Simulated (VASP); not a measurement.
# SnTe (F-43m) in VASP: settings compared

Aim: see how the results for SnTe move with the level of theory and the settings. Levels: RPBE, revPBE, BLYP. Tasks: single point.

Program: VASP 6.6.1. These are calculated values, not measurements. Logs are shortened: lines on timing, memory, paths and dates and some standing lists are left out, and cuts for length are marked.

**1. The cell of the first run**

Symmetry: F-43m, No. 216, cubic system. Conventional cell: a = 7.222 Å, b = 7.222 Å, c = 7.222 Å, α = 90.00°, β = 90.00°, γ = 90.00°. Sn (site symmetry -43m) has 4 Te at 3.13 Å within 4.1 Å. Within 4.1 Å of Te (site symmetry -43m) lie 4 Sn at 3.13 Å.

**2. Single point, RPBE**

Contents of INCAR:

```
SYSTEM = SnTe
  PREC = Accurate
  ENCUT = 500
  EDIFF = 1E-6
  ISMEAR = 0
  SIGMA = 0.1
  LREAL = .False.
  LASPH = .True.
  NELM = 120
  ALGO = Normal
  ISIF = 2
  LWAVE = .False.
  LCHARG = .False.
  GGA = RP
  NBANDS = 17
  GGA_COMPAT = .False.
```

Contents of KPOINTS:

```
Automatic mesh
0
Gamma
  4 4 4
  0 0 0
```

Contents of POSCAR:

```
SnTe
1.0
    0.0000000000      3.6111460000      3.6111460000
    3.6111460000      0.0000000000      3.6111460000
    3.6111460000      3.6111460000      0.0000000000
Sn Te
1 1
Direct
    0.0000000000      0.0000000000      0.0000000000
    0.7500000000      0.7500000000      0.7500000000
```

Potentials or basis: VASP PAW PBE potentials, release 64 (Sn_d, Te).

Launch:

```sh
$ cat potpaw_PBE.64/Sn_d/POTCAR potpaw_PBE.64/Te/POTCAR > POTCAR
$ mpirun -np 1 vasp_std > vasp.out
```

OUTCAR:

```text
SYSTEM = SnTe
   PREC = Accurate
   ENCUT = 500
   EDIFF = 1E-6
   ISMEAR = 0
   LREAL = .False.
   LASPH = .True.
   NELM = 120
   ISIF = 2
   GGA = RP

 ion  position               nearest neighbor table
   1  0.000  0.000  0.000-   2 3.13   2 3.13   2 3.13   2 3.13
   2  0.750  0.750  0.750-   1 3.13   1 3.13   1 3.13   1 3.13

  LATTYP: Found a face centered cubic cell.
 ALAT       =     7.2222920000

  Lattice vectors:

 A1 = (   0.0000000000,   3.6111460000,   3.6111460000)
 A2 = (   3.6111460000,   0.0000000000,   3.6111460000)
 A3 = (   3.6111460000,   3.6111460000,   0.0000000000)

Analysis of symmetry for initial positions (statically):
=====================================================================
 Subroutine PRICEL returns:
 Original cell was already a primitive cell.

 Routine SETGRP: Setting up the symmetry group for a
 face centered cubic supercell.

 Subroutine GETGRP returns: Found 24 space group operations
 (whereof 24 operations were pure point group operations)
 out of a pool of 48 trial point group operations.

The static configuration has the point symmetry T_d .

Analysis of symmetry for dynamics (positions and initial velocities):
=====================================================================
 Subroutine PRICEL returns:
 Original cell was already a primitive cell.

 Routine SETGRP: Setting up the symmetry group for a
 face centered cubic supercell.

 Subroutine GETGRP returns: Found 24 space group operations
 (whereof 24 operations were pure point group operations)
 out of a pool of 48 trial point group operations.

The dynamic configuration has the point symmetry T_d .

 Subroutine INISYM returns: Found 24 space group operations
 (whereof 24 operations are pure point group operations),
 and found     1 'primitive' translations

----------------------------------------------------------------------------------------

                                     Primitive cell

  volume of cell :      94.1814

  direct lattice vectors                    reciprocal lattice vectors
     0.000000000  3.611146000  3.611146000    -0.138460201  0.138460201  0.138460201
     3.611146000  0.000000000  3.611146000     0.138460201 -0.138460201  0.138460201
     3.611146000  3.611146000  0.000000000     0.138460201  0.138460201 -0.138460201

  length of vectors
     5.106931649  5.106931649  5.106931649     0.239820102  0.239820102  0.239820102

  position of ions in fractional coordinates (direct lattice)
     0.000000000  0.000000000  0.000000000
     0.750000000  0.750000000  0.750000000

  ion indices of the primitive-cell ions
   primitive index   ion index
                 1           1
                 2           2

----------------------------------------------------------------------------------------

 KPOINTS: Automatic mesh

Automatic generation of k-mesh.
 Grid dimensions read from file:
 generate k-points for:    4    4    4

 Generating k-lattice:

  Cartesian coordinates                     Fractional coordinates (reciprocal lattice)
    -0.034615050  0.034615050  0.034615050     0.250000000  0.000000000  0.000000000
     0.034615050 -0.034615050  0.034615050     0.000000000  0.250000000  0.000000000
     0.034615050  0.034615050 -0.034615050     0.000000000  0.000000000  0.250000000

  Length of vectors
     0.059955026  0.059955026  0.059955026

  Shift w.r.t. Gamma in fractional coordinates (k-lattice)
     0.000000000  0.000000000  0.000000000

 Subroutine IBZKPT returns following result:
 ===========================================

 Found      8 irreducible k-points:

 Following reciprocal coordinates:
            Coordinates               Weight
  0.000000  0.000000  0.000000      1.000000
  0.250000  0.000000  0.000000      8.000000
  0.500000  0.000000  0.000000      4.000000
  0.250000  0.250000  0.000000      6.000000
  0.500000  0.250000  0.000000     24.000000
 -0.250000  0.250000  0.000000     12.000000
  0.500000  0.500000  0.000000      3.000000
 -0.250000  0.500000  0.250000      6.000000
   k-points           NKPTS =      8   k-points in BZ     NKDIM =      8   number of bands    NBANDS=     17
   number of dos      NEDOS =    301   number of ions     NIONS =      2
   total plane-waves  NPLWV =  64000
   dimension x,y,z NGX =    40 NGY =   40 NGZ =   40
   dimension x,y,z NGXF=    80 NGYF=   80 NGZF=   80
   ions per type =               1   1
   NGX,Y,Z   is equivalent  to a cutoff of  13.02, 13.02, 13.02 a.u.
   NGXF,Y,Z  is equivalent  to a cutoff of  26.04, 26.04, 26.04 a.u.
 SYSTEM =  SnTe
   PREC   = accura    normal or accurate (medium, high low for compatibility)
   ISTART =      0    job   : 0-new  1-cont  2-samecut
   ICHARG =      2    charge: 1-file 2-atom 10-const
   ISPIN  =      1    spin polarized calculation?
   LNONCOLLINEAR =      F non collinear calculations
   LSORBIT =      F    spin-orbit coupling
   LASPH  =      T    aspherical Exc in radial PAW
   ENCUT  =  500.0 eV  36.75 Ry    6.06 a.u.   9.31  9.31  9.31*2*pi/ulx,y,z
   NELM   =    120;   NELMIN=  2; NELMDL= -5     # of ELM steps
   EDIFF  = 0.1E-05   stopping-criterion for ELM
   LREAL  =      F    real-space projection
   EDIFFG = 0.1E-04   stopping-criterion for IOM
   NSW    =      0    number of steps for IOM
   IBRION =     -1    ionic relax: 0-MD 1-quasi-New 2-CG
   NFREE  =      0    steps in history (QN), initial steepest desc. (CG)
   ISIF   =      2    stress and relaxation
   ISYM   =      2    0-nonsym 1-usesym 2-fastsym
   POTIM  = 0.5000    time-step for ionic-motion
   TEBEG  =    0.0;   TEEND  =   0.0 temperature during run
   PSTRESS=    0.0 pullay stress
   NELECT =      20.0000    total number of electrons
   NUPDOWN=      -1.0000    fix difference up-down
   EMIN   =  10.00;   EMAX   =-10.00  energy-range for DOS
   EFERMI =   0.00;   METHOD = LEGACY
   ISMEAR =     0;   SIGMA  =   0.10  broadening in eV -4-tet -1-fermi 0-gaus
   EFERMI_NEDOS =   21; number of points for ismear=-14 and -15
   IALGO  =     38    algorithm
   IMIX   =      4    mixing-type and parameters
     AMIX     =   0.40;   BMIX     =  1.00
     AMIX_MAG =   1.60;   BMIX_MAG =  1.00
  volume/ion in A,a.u.               =      47.09       317.78
  Fermi-wavevector in a.u.,A,eV,Ry     =   0.976704  1.845704 12.979296  0.953951
  Thomas-Fermi vector in A             =   2.107344
   LORBIT       =      0    0 simple, 1 ext, 2 COOP (PROOUT), +10 PAW based schemes
   GGA     = RP    functional components
   LHFCALC =     F    Hartree Fock is set to
   AEXX    =    0.0000 exact exchange contribution
   IVDW    =     0    specifies the selected vdW correction
   LEPSILON=     F    determine dielectric tensor
   LRPA    =     F    only Hartree local field effects (RPA)
 non-spin polarized calculation
 Gauss-broadening in eV      SIGMA  =   0.10
  energy-cutoff  :      500.00
  volume of cell :       94.18
 maximum number of plane-waves:      2421
 NGX is ok and might be reduce to    40
   NGX = 19   NGY = 19   NGZ = 19

 number of electron      19.9999999 magnetization

 Free energy of the ion-electron system (eV)
  ---------------------------------------------------
  ext. energy  EPLUGINS =         0.00000000
  ---------------------------------------------------
  free energy    TOTEN  =        -6.53858844 eV

  energy without entropy =       -6.53555439  energy(sigma->0) =       -6.53707142

 E-fermi :   3.4465     XC(G=0):  -7.2109

 val. band max:        3.3386203861   @ k =  -0.2500   0.5000   0.2500
 cond. band min:       3.5270905326   @ k =   0.5000   0.5000   0.0000
 fundamental gap:      0.1884701465
 Fermi energy:         3.4464806882

 k-point     1 :       0.0000    0.0000    0.0000
  band No.  band energies     occupation
      1     -18.5722      2.00000
      2     -18.5722      2.00000
      3     -18.5722      2.00000
      4     -18.5649      2.00000
      5     -18.5649      2.00000
      6      -8.2033      2.00000
      7      -1.8261      2.00000
      8       1.3544      2.00000
      9       1.3544      2.00000
     10       1.3544      2.00000
     11       4.3379      0.00000
     12       4.3379      0.00000
     13       4.3379      0.00000
     14       7.7181      0.00000
     15       9.7554      0.00000
     16       9.7554      0.00000
     17      11.0784      0.00000

 k-point     2 :       0.2500    0.0000    0.0000
  band No.  band energies     occupation
      1     -18.5728      2.00000
      2     -18.5715      2.00000
      3     -18.5715      2.00000
      4     -18.5648      2.00000
      5     -18.5648      2.00000
      6      -7.9636      2.00000
      7      -2.8252      2.00000
      8       1.0586      2.00000
      9       1.0586      2.00000
     10       1.4700      2.00000
     11       4.8307      0.00000
     12       4.8307      0.00000
     13       5.1151      0.00000
     14       8.9266      0.00000
     15       9.2434      0.00000
     16       9.2434      0.00000
     17      10.7137      0.00000

 k-point     3 :       0.5000    0.0000    0.0000
  band No.  band energies     occupation
      1     -18.5734      2.00000
      2     -18.5710      2.00000
      3     -18.5710      2.00000
      4     -18.5647      2.00000
      5     -18.5647      2.00000
      6      -7.6659      2.00000
      7      -3.6660      2.00000
      8       0.8287      2.00000
      9       0.8287      2.00000
     10       1.3139      2.00000
     11       5.1472      0.00000
     12       5.1472      0.00000
     13       6.7666      0.00000
     14       9.2345      0.00000
     15       9.8619      0.00000
     16      10.2878      0.00000
     17      10.2878      0.00000

 k-point     4 :       0.2500    0.2500    0.0000
  band No.  band energies     occupation
      1     -18.5738      2.00000
      2     -18.5708      2.00000
      3     -18.5708      2.00000
      4     -18.5652      2.00000
      5     -18.5645      2.00000
      6      -7.8778      2.00000
      7      -3.0436      2.00000
      8       0.6539      2.00000
      9       0.6539      2.00000
     10       2.3874      2.00000
     11       3.7469      0.00002
     12       5.6844      0.00000
     13       5.6844      0.00000
     14       8.0037      0.00000
     15       9.7308      0.00000
     16      10.3570      0.00000
     17      12.3123      0.00000

 k-point     5 :       0.5000    0.2500    0.0000
  band No.  band energies     occupation
      1     -18.5743      2.00000
      2     -18.5704      2.00000
      3     -18.5702      2.00000
      4     -18.5652      2.00000
      5     -18.5644      2.00000
      6      -7.5642      2.00000
      7      -3.8037      2.00000
      8       0.0040      2.00000
      9       0.4693      2.00000
     10       2.6570      2.00000
     11       4.4861      0.00000
     12       6.1189      0.00000
     13       6.2263      0.00000
     14       8.7365      0.00000
     15       9.9359      0.00000
     16      10.5313      0.00000
     17      11.5472      0.00000

 k-point     6 :      -0.2500    0.2500    0.0000
  band No.  band energies     occupation
      1     -18.5735      2.00000
      2     -18.5708      2.00000
      3     -18.5708      2.00000
      4     -18.5648      2.00000
      5     -18.5647      2.00000
      6      -7.6748      2.00000
      7      -3.5684      2.00000
      8      -0.0021      2.00000
      9       0.8115      2.00000
     10       2.4165      2.00000
     11       5.1502      0.00000
     12       5.3659      0.00000
     13       5.7609      0.00000
     14       8.9136      0.00000
     15       9.1677      0.00000
     16      10.3013      0.00000
     17      11.5941      0.00000

 k-point     7 :       0.5000    0.5000    0.0000
  band No.  band energies     occupation
      1     -18.5755      2.00000
      2     -18.5695      2.00000
      3     -18.5695      2.00000
      4     -18.5656      2.00000
      5     -18.5641      2.00000
      6      -7.4469      2.00000
      7      -4.0327      2.00000
      8       0.1840      2.00000
      9       0.1840      2.00000
     10       2.6639      2.00000
     11       3.5271      0.25429
     12       7.2087      0.00000
     13       7.2087      0.00000
     14       8.8929      0.00000
     15       9.8514      0.00000
     16      11.5448      0.00000
     17      11.5450      0.00000

 k-point     8 :      -0.2500    0.5000    0.2500
  band No.  band energies     occupation
      1     -18.5744      2.00000
      2     -18.5705      2.00000
      3     -18.5695      2.00000
      4     -18.5652      2.00000
      5     -18.5645      2.00000
      6      -7.4440      2.00000
      7      -4.0138      2.00000
      8      -0.0659      2.00000
      9       0.0235      2.00000
     10       3.3386      1.87283
     11       4.7037      0.00000
     12       5.6390      0.00000
     13       6.4773      0.00000
     14       8.7581      0.00000
     15       9.6855      0.00000
     16      11.2136      0.00000
     17      11.3081      0.00000

------------------------ aborting loop because EDIFF is reached ----------------------------------------

  FORCE on cell =-STRESS in cart. coord.  units (eV):
  Direction    XX          YY          ZZ          XY          YZ          ZX
  --------------------------------------------------------------------------------------
  -------------------------------------------------------------------------------------
  Total        0.4689727      0.4689727      0.4689727      0.0000000      0.0000000     -0.0000000
  in kB        7.9779803      7.9779803      7.9779803      0.0000000      0.0000000     -0.0000000
  external PRESSURE =       7.9779803 kB  Pullay stress =       0.0000000 kB

 VOLUME and BASIS-vectors are now :
 -----------------------------------------------------------------------------
  energy-cutoff  :      500.00
  volume of cell :       94.18
      direct lattice vectors                 reciprocal lattice vectors
     0.000000000  3.611146000  3.611146000    -0.138460201  0.138460201  0.138460201
     3.611146000  0.000000000  3.611146000     0.138460201 -0.138460201  0.138460201
     3.611146000  3.611146000  0.000000000     0.138460201  0.138460201 -0.138460201

 POSITION                                       TOTAL-FORCE (eV/Angst)
 -----------------------------------------------------------------------------------
      0.00000      0.00000      0.00000         0.000000      0.000000      0.000000
      5.41672      5.41672      5.41672        -0.000000     -0.000000     -0.000000
 -----------------------------------------------------------------------------------
    total drift:                                0.000000      0.000000      0.000000

  FREE ENERGIE OF THE ION-ELECTRON SYSTEM (eV)
  ---------------------------------------------------
  free  energy   TOTEN  =        -6.5385884432 eV

  energy  without entropy=       -6.5355543891  energy(sigma->0) =       -6.53707142
```

It took 32 s on 1 thread of Intel Xeon 8259CL, shared host; peak memory 0.24 GiB.

Results:

* Free energy: -6.5386 eV
* Pressure: 0.8 GPa
* Band gap on the k mesh: 0.19 eV, indirect (least direct gap 0.86 eV)

Caveat: the PAW data sets were made with another functional, which shifts forces and pressure a little; spin-orbit coupling is left out, which moves the levels of the heavy elements. A k mesh can miss the band edges.

**3. Single point, RPBE**

Contents of INCAR:

```
PREC = Accurate
ENCUT = 500
EDIFF = 1E-6
ISMEAR = 0
SIGMA = 0.1
LREAL = F
LASPH = T
NELM = 120
ALGO = Normal
ISIF = 2
LWAVE = F
LCHARG = T
GGA = RP
LELF = T
LVHAR = T
NBANDS = 17
GGA_COMPAT = F
```

Contents of KPOINTS:

```
regular mesh
0
Gamma
  4 4 4
```

POSCAR is that of step 2.

Potentials or basis: VASP PAW PBE potentials, release 64 (Sn_d, Te).

Launch:

```sh
$ cat potpaw_PBE.64/Sn_d/POTCAR potpaw_PBE.64/Te/POTCAR > POTCAR
$ mpirun -np 1 vasp_std > vasp.out
```

It took 37 s on 1 thread of Intel Xeon 8259CL, shared host; peak memory 0.23 GiB.

Results (log left out):

| Item | Value |
| --- | --- |
| Free energy | -6.5386 eV |
| Pressure | 0.8 GPa |
| Band gap on the k mesh | 0.19 eV, indirect (least direct gap 0.86 eV) |

Levels at points of the mesh, in eV from the valence-band top:
| k point | band 8 | band 9 | band 10 | band 11 | band 12 | band 13 |
| --- | --- | --- | --- | --- | --- | --- |
| (0.00, 0.00, 0.00) | -1.98 | -1.98 | -1.98 | 1.00 | 1.00 | 1.00 |
| (0.50, 0.00, 0.00) | -2.51 | -2.51 | -2.02 | 1.81 | 1.81 | 3.43 |
| (0.50, 0.50, 0.00) | -3.15 | -3.15 | -0.67 | 0.19 | 3.87 | 3.87 |

Caveat: the PAW data sets were made with another functional, which shifts forces and pressure a little; spin-orbit coupling is left out, which moves the levels of the heavy elements. A k mesh can miss the band edges.

**4. Single point, revPBE**

Contents of INCAR:

```
SYSTEM = SnTe
ALGO = Normal
EDIFF = 1E-6
ENCUT = 500
GGA = RE
GGA_COMPAT = .FALSE.
ISIF = 2
ISMEAR = 0
LASPH = .TRUE.
LCHARG = .TRUE.
LELF = .TRUE.
LREAL = .FALSE.
LVHAR = .TRUE.
LWAVE = .FALSE.
NBANDS = 17
NELM = 120
PREC = Accurate
SIGMA = 0.1
```

Contents of KPOINTS:

```
k-points
0
G
  4 4 4
  0 0 0
```

POSCAR is that of step 3.

Launch:

```sh
$ cat potpaw_PBE.64/Sn_d/POTCAR potpaw_PBE.64/Te/POTCAR > POTCAR
$ mpirun -np 1 vasp_std > vasp.out
```

Wall time 36 s (1 thread of Intel Xeon 8259CL, shared host); peak memory 0.24 GiB.

It converged, with:

| Item | Value |
| --- | --- |
| Free energy | -6.5878 eV |
| Pressure | 0.5 GPa |
| Band gap on the k mesh | 0.17 eV, indirect (least direct gap 0.85 eV) |

Levels at points of the mesh, in eV from the valence-band top:
| k point | band 8 | band 9 | band 10 | band 11 | band 12 | band 13 |
| --- | --- | --- | --- | --- | --- | --- |
| (0.00, 0.00, 0.00) | -1.98 | -1.98 | -1.98 | 1.00 | 1.00 | 1.00 |
| (0.50, 0.00, 0.00) | -2.51 | -2.51 | -2.03 | 1.80 | 1.80 | 3.42 |
| (0.50, 0.50, 0.00) | -3.15 | -3.15 | -0.68 | 0.17 | 3.87 | 3.87 |

Caveat: the PAW data sets were made with another functional, which shifts forces and pressure a little; spin-orbit coupling is left out, which moves the levels of the heavy elements.

(Continued in part 2 of 2.)
